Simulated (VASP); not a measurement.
# Na (Im-3m) in VASP: a series of runs

Runs on Na. Level: LDA. Tasks: single point, relaxation of cell and atoms.

All numbers are computed with VASP 6.6.1; they aren't measurements. Logs are shortened: lines on timing, memory, paths and dates and some standing lists are left out, and cuts for length are marked.

## (1) The cell of the first run

The structure is cubic, space group Im-3m (No. 229). Conventional cell: a = 4.056 Å, b = 4.056 Å, c = 4.056 Å, α = 90.00°, β = 90.00°, γ = 90.00°. Within 4.6 Å of Na (site symmetry m-3m) lie 14 Na at 3.51 to 4.06 Å.

## (2) Single point, LDA

INCAR reads:

```
SYSTEM = Na
PREC     = Accurate       ! precision mode
ENCUT    = 500            ! plane-wave cutoff, eV
EDIFF    = 1E-6           ! SCF threshold, eV
ISMEAR   = 0              ! smearing method
SIGMA    = 0.1            ! smearing width, eV
LREAL    = .False.        ! projectors in reciprocal space
LASPH    = .True.         ! aspherical terms in the spheres
NELM     = 120            ! most SCF steps
ALGO     = Normal         ! electronic algorithm
ISIF     = 2              ! what is computed and relaxed
LWAVE    = .False.        ! write WAVECAR
LCHARG   = .False.        ! write CHGCAR
NBANDS   = 10             ! bands
GGA_COMPAT= .False.
```

KPOINTS reads:

```
Automatic mesh
0
Gamma
  7 7 7
  0 0 0
```

POSCAR reads:

```
Na
1.0
    3.5127155751     -0.0000000194     -0.0000000337
   -1.1709051733      3.3118200112     -0.0000000337
   -1.1709051733     -1.6559099570      2.8681202905
Na
1
Direct
    0.0000000000      0.0000000000      0.0000000000
```

Potentials or basis: VASP PAW LDA potentials, release 64 (Na_pv).

Started as:

```bash
$ cat potpaw_LDA.64/Na_pv/POTCAR > POTCAR
$ mpirun -np 1 vasp_std > vasp.out
```

OUTCAR:

```text
SYSTEM = Na
   PREC = Accurate
   ENCUT = 500
   EDIFF = 1E-6
   ISMEAR = 0
   LREAL = .False.
   LASPH = .True.
   NELM = 120
   ISIF = 2

 ion  position               nearest neighbor table
   1  0.000  0.000  0.000-

  LATTYP: Found a body centered cubic cell.
 ALAT       =     4.0561345657

  Lattice vectors:

 A1 = (   3.5127155751,  -0.0000000194,  -0.0000000337)
 A2 = (  -1.1709051733,   3.3118200112,  -0.0000000337)
 A3 = (  -1.1709051733,  -1.6559099570,   2.8681202905)

Analysis of symmetry for initial positions (statically):
=====================================================================
 Subroutine PRICEL returns:
 Original cell was already a primitive cell.

 Routine SETGRP: Setting up the symmetry group for a
 body centered cubic supercell.

 Subroutine GETGRP returns: Found 48 space group operations
 (whereof 48 operations were pure point group operations)
 out of a pool of 48 trial point group operations.

The static configuration has the point symmetry O_h .

Analysis of symmetry for dynamics (positions and initial velocities):
=====================================================================
 Subroutine PRICEL returns:
 Original cell was already a primitive cell.

 Routine SETGRP: Setting up the symmetry group for a
 body centered cubic supercell.

 Subroutine GETGRP returns: Found 48 space group operations
 (whereof 48 operations were pure point group operations)
 out of a pool of 48 trial point group operations.

The dynamic configuration has the point symmetry O_h .

 Subroutine INISYM returns: Found 48 space group operations
 (whereof 48 operations are pure point group operations),
 and found     1 'primitive' translations

----------------------------------------------------------------------------------------

                                     Primitive cell

  volume of cell :      33.3662

  direct lattice vectors                    reciprocal lattice vectors
     3.512715575 -0.000000019 -0.000000034     0.284680039  0.100649593  0.174330204
    -1.170905173  3.311820011 -0.000000034     0.000000003  0.301948779  0.174330204
    -1.170905173 -1.655909957  2.868120290     0.000000003  0.000000005  0.348660415

  length of vectors
     3.512715575  3.512715575  3.512715575     0.348660415  0.348660415  0.348660415

  position of ions in fractional coordinates (direct lattice)
     0.000000000  0.000000000  0.000000000

  ion indices of the primitive-cell ions
   primitive index   ion index
                 1           1

----------------------------------------------------------------------------------------

 KPOINTS: Automatic mesh

Automatic generation of k-mesh.
 Grid dimensions read from file:
 generate k-points for:    7    7    7

 Generating k-lattice:

  Cartesian coordinates                     Fractional coordinates (reciprocal lattice)
     0.040668577  0.014378513  0.024904315     0.142857143 -0.000000000  0.000000000
     0.000000000  0.043135540  0.024904315     0.000000000  0.142857143  0.000000000
     0.000000000  0.000000001  0.049808631     0.000000000 -0.000000000  0.142857143

  Length of vectors
     0.049808631  0.049808631  0.049808631

  Shift w.r.t. Gamma in fractional coordinates (k-lattice)
     0.000000000  0.000000000  0.000000000

 Subroutine IBZKPT returns following result:
 ===========================================

 Found     20 irreducible k-points:

 Following reciprocal coordinates:
            Coordinates               Weight
  0.000000  0.000000  0.000000      1.000000
  0.142857 -0.000000  0.000000     12.000000
  0.285714  0.000000  0.000000     12.000000
  0.428571 -0.000000  0.000000     12.000000
  0.142857  0.142857 -0.000000     24.000000
  0.285714  0.142857  0.000000     48.000000
[... 12 lines left out ...]
 -0.428571 -0.428571  0.285714      8.000000
 -0.428571  0.428571  0.428571      6.000000
   k-points           NKPTS =     20   k-points in BZ     NKDIM =     20   number of bands    NBANDS=     10
   number of dos      NEDOS =    301   number of ions     NIONS =      1
   total plane-waves  NPLWV =  21952
   dimension x,y,z NGX =    28 NGY =   28 NGZ =   28
   dimension x,y,z NGXF=    56 NGYF=   56 NGZF=   56
   ions per type =               1
   NGX,Y,Z   is equivalent  to a cutoff of  13.25, 13.25, 13.25 a.u.
   NGXF,Y,Z  is equivalent  to a cutoff of  26.50, 26.50, 26.50 a.u.
 SYSTEM =  Na
   PREC   = accura    normal or accurate (medium, high low for compatibility)
   ISTART =      0    job   : 0-new  1-cont  2-samecut
   ICHARG =      2    charge: 1-file 2-atom 10-const
   ISPIN  =      1    spin polarized calculation?
   LNONCOLLINEAR =      F non collinear calculations
   LSORBIT =      F    spin-orbit coupling
   LASPH  =      T    aspherical Exc in radial PAW
   ENCUT  =  500.0 eV  36.75 Ry    6.06 a.u.   6.40  6.40  6.40*2*pi/ulx,y,z
   NELM   =    120;   NELMIN=  2; NELMDL= -5     # of ELM steps
   EDIFF  = 0.1E-05   stopping-criterion for ELM
   LREAL  =      F    real-space projection
   EDIFFG = 0.1E-04   stopping-criterion for IOM
   NSW    =      0    number of steps for IOM
   IBRION =     -1    ionic relax: 0-MD 1-quasi-New 2-CG
   NFREE  =      0    steps in history (QN), initial steepest desc. (CG)
   ISIF   =      2    stress and relaxation
   ISYM   =      2    0-nonsym 1-usesym 2-fastsym
   POTIM  = 0.5000    time-step for ionic-motion
   TEBEG  =    0.0;   TEEND  =   0.0 temperature during run
   PSTRESS=    0.0 pullay stress
   NELECT =       7.0000    total number of electrons
   NUPDOWN=      -1.0000    fix difference up-down
   EMIN   =  10.00;   EMAX   =-10.00  energy-range for DOS
   EFERMI =   0.00;   METHOD = LEGACY
   ISMEAR =     0;   SIGMA  =   0.10  broadening in eV -4-tet -1-fermi 0-gaus
   EFERMI_NEDOS =   21; number of points for ismear=-14 and -15
   IALGO  =     38    algorithm
   IMIX   =      4    mixing-type and parameters
     AMIX     =   0.40;   BMIX     =  1.00
     AMIX_MAG =   1.60;   BMIX_MAG =  1.00
  volume/ion in A,a.u.               =      33.37       225.17
  Fermi-wavevector in a.u.,A,eV,Ry     =   0.972759  1.838248 12.874644  0.946260
  Thomas-Fermi vector in A             =   2.103083
   LORBIT       =      0    0 simple, 1 ext, 2 COOP (PROOUT), +10 PAW based schemes
   GGA     = CA    functional components
   LHFCALC =     F    Hartree Fock is set to
   AEXX    =    0.0000 exact exchange contribution
   IVDW    =     0    specifies the selected vdW correction
   LEPSILON=     F    determine dielectric tensor
   LRPA    =     F    only Hartree local field effects (RPA)
 non-spin polarized calculation
 Gauss-broadening in eV      SIGMA  =   0.10
  energy-cutoff  :      500.00
  volume of cell :       33.37
 maximum number of plane-waves:       887
 NGX is ok and might be reduce to    28
   NGX = 13   NGY = 13   NGZ = 13

 number of electron       7.0000010 magnetization

 Free energy of the ion-electron system (eV)
  ---------------------------------------------------
  ext. energy  EPLUGINS =         0.00000000
  ---------------------------------------------------
  free energy    TOTEN  =        -1.45708201 eV

  energy without entropy =       -1.45357789  energy(sigma->0) =       -1.45532995

 E-fermi :   0.3957     XC(G=0):  -7.0304

 val. band max:        0.3242846512   @ k =  -0.2857   0.4286   0.1429
 cond. band min:       0.6798211300   @ k =  -0.4286   0.4286   0.1429
 fundamental gap:      0.3555364787
 Fermi energy:         0.3957446343

 k-point     1 :       0.0000    0.0000    0.0000
  band No.  band energies     occupation
      1     -24.3960      2.00000
      2     -24.3960      2.00000
      3     -24.3960      2.00000
      4      -3.0422      2.00000
      5      12.7946      0.00000
      6      12.7946      0.00000
      7      12.7946      0.00000
      8      13.9681      0.00000
      9      13.9681      0.00000
     10      14.6754      0.00000

 k-point     2 :       0.1429   -0.0000    0.0000
  band No.  band energies     occupation
      1     -24.4061      2.00000
      2     -24.3993      2.00000
      3     -24.3960      2.00000
      4      -2.6558      2.00000
      5       9.6548      0.00000
      6      11.3339      0.00000
      7      11.8585      0.00000
      8      12.3680      0.00000
      9      13.1157      0.00000
     10      15.0677      0.00000

 k-point     3 :       0.2857    0.0000    0.0000
  band No.  band energies     occupation
      1     -24.4284      2.00000
      2     -24.4067      2.00000
      3     -24.3960      2.00000
      4      -1.5158      2.00000
      5       5.9807      0.00000
      6       9.9197      0.00000
      7      10.8267      0.00000
      8      11.0815      0.00000
      9      12.2505      0.00000
     10      16.0041      0.00000

 k-point     4 :       0.4286   -0.0000    0.0000
  band No.  band energies     occupation
      1     -24.4462      2.00000
      2     -24.4127      2.00000
      3     -24.3960      2.00000
      4       0.3213      1.70763
      5       2.8775      0.00000
      6       9.1945      0.00000
      7      10.2919      0.00000
      8      10.4399      0.00000
      9      11.6176      0.00000
     10      17.1942      0.00000
[... 170 lines left out ...]
 k-point    18 :      -0.4286    0.4286    0.2857
  band No.  band energies     occupation
      1     -24.4377      2.00000
      2     -24.4250      2.00000
      3     -24.4194      2.00000
      4       1.7398      0.00000
      5       4.2239      0.00000
      6       6.4707      0.00000
      7       7.1192      0.00000
      8       9.4772      0.00000
      9      12.2464      0.00000
     10      15.7269      0.00000

 k-point    19 :      -0.4286   -0.4286    0.2857
  band No.  band energies     occupation
      1     -24.4345      2.00000
      2     -24.4345      2.00000
      3     -24.4211      2.00000
      4       3.5541      0.00000
      5       3.5541      0.00000
      6       4.6798      0.00000
      7       8.4088      0.00000
      8       8.4088      0.00000
      9      10.7191      0.00000
     10      16.0441      0.00000

 k-point    20 :      -0.4286    0.4286    0.4286
  band No.  band energies     occupation
      1     -24.4335      2.00000
      2     -24.4318      2.00000
      3     -24.4318      2.00000
      4       3.4425      0.00000
      5       5.4060      0.00000
      6       5.8421      0.00000
      7       5.8421      0.00000
      8       7.0731      0.00000
      9       9.7305      0.00000
     10      19.3152      0.00000

------------------------ aborting loop because EDIFF is reached ----------------------------------------

  FORCE on cell =-STRESS in cart. coord.  units (eV):
  Direction    XX          YY          ZZ          XY          YZ          ZX
  --------------------------------------------------------------------------------------
  -------------------------------------------------------------------------------------
  Total       -0.0152372     -0.0152372     -0.0152372     -0.0000000      0.0000000     -0.0000000
  in kB       -0.7316612     -0.7316612     -0.7316612     -0.0000000      0.0000000     -0.0000000
  external PRESSURE =      -0.7316612 kB  Pullay stress =       0.0000000 kB

 VOLUME and BASIS-vectors are now :
 -----------------------------------------------------------------------------
  energy-cutoff  :      500.00
  volume of cell :       33.37
      direct lattice vectors                 reciprocal lattice vectors
     3.512715575 -0.000000019 -0.000000034     0.284680039  0.100649593  0.174330204
    -1.170905173  3.311820011 -0.000000034     0.000000003  0.301948779  0.174330204
    -1.170905173 -1.655909957  2.868120290     0.000000003  0.000000005  0.348660415

 POSITION                                       TOTAL-FORCE (eV/Angst)
 -----------------------------------------------------------------------------------
      0.00000      0.00000      0.00000        -0.000000      0.000000      0.000000
 -----------------------------------------------------------------------------------
    total drift:                               -0.000000      0.000000     -0.000000

  FREE ENERGIE OF THE ION-ELECTRON SYSTEM (eV)
  ---------------------------------------------------
  free  energy   TOTEN  =        -1.4570820069 eV

  energy  without entropy=       -1.4535778876  energy(sigma->0) =       -1.45532995
```

Run time: 9.1 s. Hardware: 1 thread of Intel Xeon 8259CL, shared host; peak memory 0.13 GiB.

Results:

```
Free energy : -1.4571 eV
Pressure    : -0.1 GPa
```

## (3) Relaxation of cell and atoms, LDA

This run uses another cell than the first one, of 39.26 Å³/atom, 1.177 times its volume.

INCAR reads:

```
SYSTEM = Na
PREC = Accurate ; ENCUT = 500
EDIFF = 1E-7 ; ISMEAR = 0
SIGMA = 0.1 ; LREAL = .False.
LASPH = .True. ; NELM = 120
ALGO = Normal ; ISIF = 3
LWAVE = .False. ; LCHARG = .False.
IBRION = 2 ; NSW = 80
EDIFFG = -0.01 ; GGA_COMPAT = .False.
NELMIN = 4
```

KPOINTS is that of step 2.

POSCAR reads:

```
Na
1.0
    3.7083210290     -0.0000000205     -0.0000000356
   -1.2361069903      3.4962386021     -0.0000000356
   -1.2361069903     -1.7481192497      3.0278314768
Na
1
Direct
    0.0000000000      0.0000000000      0.0000000000
```

Potentials or basis: VASP PAW LDA potentials, release 64 (Na_pv).

Started as:

```bash
$ cat potpaw_LDA.64/Na_pv/POTCAR > POTCAR
$ mpirun -np 1 vasp_std > vasp.out
```

It took 18 s on 1 thread of Intel Xeon 8259CL, shared host; peak memory 0.13 GiB.

It converged, with:

| Item | Value |
| --- | --- |
| Free energy | -1.4574 eV |
| Relaxed volume | 33.22 Å³/atom |
| Relaxed cell | a = 3.508 Å, b = 3.508 Å, c = 3.508 Å, α = 109.47°, β = 109.47°, γ = 109.47° |
| Space group after relaxing (to 0.05 Å) | Im-3m (No. 229) |
| Energy gained by relaxing | 24.1 meV/atom |
| Ionic steps | 3 |
| Pressure after relaxing | 0.0 GPa |

Step by step:
| step | energy change (eV) | largest force (eV/Å) | pressure (GPa) | volume (Å³) |
| --- | --- | --- | --- | --- |
| 1 | 0.0000 | 0.0000 | -1.14 | 39.26 |
| 2 | -0.0102 | 0.0000 | -0.94 | 37.68 |
| 3 | -0.0241 | 0.0000 | 0.01 | 33.22 |

Final structure:
```cif
data_structure
_symmetry_space_group_name_H-M 'P 1'
_symmetry_Int_Tables_number 1
_cell_length_a 3.5076
_cell_length_b 3.5076
_cell_length_c 3.5076
_cell_angle_alpha 109.471
_cell_angle_beta 109.471
_cell_angle_gamma 109.471
_cell_volume 33.22
loop_
_atom_site_label
_atom_site_type_symbol
_atom_site_fract_x
_atom_site_fract_y
_atom_site_fract_z
_atom_site_occupancy
Na1 Na 0.00000 0.00000 0.00000 1
```

Levels at points of the mesh, in eV from the Fermi level:
```tsv
k point	band 1	band 2	band 3	band 4	band 5	band 6	band 7
(0.00, 0.00, 0.00)	-24.79	-24.79	-24.79	-3.45	12.43	12.43	12.43
```

Caveat: the volume moved by over 15 % at a fixed basis, so the end points are rough; the volume moved by -15 % from the deposited cell, more than functionals usually miss. LDA usually gives volumes a few per cent too small.
